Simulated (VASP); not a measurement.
Al2Pt: electric field gradients with LDA

Al2Pt:

```
CELL_PARAMETERS angstrom
0.00000 2.91506 2.91506
2.91506 0.00000 2.91506
2.91506 2.91506 0.00000
ATOMIC_POSITIONS crystal
Al 0.25000 0.25000 0.25000
Al 0.75000 0.75000 0.75000
Pt 0.00000 0.00000 0.00000
```

This cell differs from its parent crystal: volume scaled by 0.96.

```
Program                : VASP 6.6.1
Task                   : electric field gradients
Functional             : LDA
Potentials or basis    : VASP PAW LDA potentials, release 64 (Al, Pt)
Cutoff                 : 520 eV
k mesh                 : 12 × 12 × 12
Occupations            : fermi-dirac, width 0.08 eV
Spin                   : no spin polarisation
Dipole correction      : no
Further INCAR settings : ALGO = Normal; EDIFF = 1e-08; NBANDS = 15
```

The pressure is 2.2 GPa and the band gap on the k mesh is zero (band 8 reaches 12.06 eV, above the bottom of band 9 at 6.53 eV).

Levels at points of the mesh, in eV from the Fermi level:
| k point | band 5 | band 6 | band 7 | band 8 | band 9 | band 10 | band 11 | band 12 |
| --- | --- | --- | --- | --- | --- | --- | --- | --- |
| (0.00, 0.00, 0.00) | -3.91 | -3.91 | 3.11 | 3.84 | 3.84 | 3.84 | 5.61 | 5.61 |
| (0.50, 0.00, 0.00) | -3.89 | -3.67 | -3.67 | 1.00 | 1.00 | 3.76 | 5.31 | 5.31 |
| (0.50, 0.50, 0.00) | -4.00 | -3.58 | -3.38 | -1.69 | -1.69 | 3.36 | 3.41 | 8.09 |

Run time: 22 s on 1 thread of Intel(R) Xeon(R) Platinum 8559C (Emerald Rapids) (shared host), peak memory 0.19 GiB.

Caveat: without QUAD_EFG the Cq values of the log hold for a quadrupole moment of 1 mb, not for the nuclei; spin-orbit coupling is left out, which moves the levels of the heavy elements.
